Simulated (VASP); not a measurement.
Write the native input for VASP 6.6.1 that does the following.

```yaml
Task: relaxation of cell and atoms
Functional: LDA
Potentials_or_basis: VASP PAW LDA potentials, release 64 (Li_sv, Nb_sv, O)
Cutoff: 600 eV
k_mesh: 6 × 6 × 6
Occupations: gaussian, width 0.02 eV
Spin: no spin polarisation
Dipole_correction: no
Further_INCAR_settings: ALGO = Normal; EDIFF = 1e-06; IBRION = 2; EDIFFG = -0.002; NSW = 100; ISIF = 3
```

The structure of LiNbO3 lies in POSCAR:

```
LiNbO3
1.0
    2.5336727254      1.4628166300      4.5679528310
   -2.5336727254      1.4628166300      4.5679528310
    0.0000000000     -2.9256332601      4.5679528310
Li Nb O
2 2 6
Direct
    0.7051140841      0.7051140841      0.7051140841
    0.2051140841      0.2051140841      0.2051140841
    0.9889349626      0.9889349626      0.9889349626
    0.4889349626      0.4889349626      0.4889349626
    0.8814487732      0.2698761308      0.6210748394
    0.6210748394      0.8814487732      0.2698761308
    0.2698761308      0.6210748394      0.8814487732
    0.7698761308      0.3814487732      0.1210748394
    0.3814487732      0.1210748394      0.7698761308
    0.1210748394      0.7698761308      0.3814487732
```

These files were run (other wordings do the same):

INCAR

```
ALGO     = Normal         # electronic algorithm
EDIFF    = 1E-6           # SCF threshold, eV
EDIFFG   = -0.002         # ionic threshold
ENCUT    = 600            # plane-wave cutoff, eV
GGA      = CA             # functional
IBRION   = 2              # ionic algorithm
ISIF     = 3              # what is computed and relaxed
ISMEAR   = 0              # smearing method
LASPH    = True           # aspherical terms in the spheres
LCHARG   = False          # write CHGCAR
LREAL    = False          # projectors in reciprocal space
LWAVE    = False          # write WAVECAR
NELM     = 60             # most SCF steps
NSW      = 100            # ionic steps
PREC     = Accurate       # precision mode
SIGMA    = 0.02           # smearing width, eV
```

KPOINTS

```
k-points
0
Gamma
  6 6 6
```

Potentials or basis: VASP PAW LDA potentials, release 64 (Li_sv, Nb_sv, O).

Command:

```console
$ cat potpaw_LDA.64/Li_sv/POTCAR potpaw_LDA.64/Nb_sv/POTCAR potpaw_LDA.64/O/POTCAR > POTCAR
$ mpirun -np 1 vasp_std > vasp.out
```

It gave:

```
Relaxed volume                        : 10.12 Å³/atom
Relaxed cell                          : a = 5.416 Å, b = 5.416 Å, c = 5.416 Å, α = 55.73°, β = 55.73°, γ = 55.73°
Space group after relaxing (to 0.1 Å) : R3c (No. 161)
Energy gained by relaxing             : 0.2 meV/atom
Ionic steps                           : 21
Pressure after relaxing               : 0.0 GPa
Band gap on the k mesh                : 3.47 eV (least direct gap 3.49 eV)
```

Caveat: the cutoff is under 1.25 times the usual one of these potentials, so pressure, stress and relaxed cells hold a basis-set (Pulay) error.

Run time: 39 min on 1 thread of Intel Xeon 8259CL (shared host), peak memory 0.35 GiB.
